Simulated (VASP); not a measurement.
W:

```xyz
1
Lattice="2.6727 0.0000 0.0000 0.0000 2.6727 0.0000 0.0000 0.0000 2.6727" Properties=species:S:1:pos:R:3 pbc="T T T"
W     0.0000    0.0000    0.0000
```

Base run:

```yaml
Program: VASP 6.6.1
Functional: BLYP
Potentials_or_basis: VASP PAW PBE potentials, release 64 (W_sv)
Cutoff: 520 eV
k_mesh: 19 × 19 × 19
Occupations: fermi-dirac, width 0.1 eV
Spin: no spin polarisation
```

Its results: band gap on the k mesh zero (band 7 reaches 11.15 eV, above the bottom of band 8 at 8.56 eV); pressure 1.8 GPa.

The run is repeated on the same cell with these changes: k mesh from 19 × 19 × 19 to 13 × 13 × 13. What comes out?

Band gap on the k mesh zero (band 7 reaches 11.09 eV, above the bottom of band 8 at 8.72 eV); pressure 0.7 GPa.

Caveats: the PAW data sets were made with another functional, which shifts forces and pressure a little; spin-orbit coupling is left out, which moves the levels of the heavy elements.
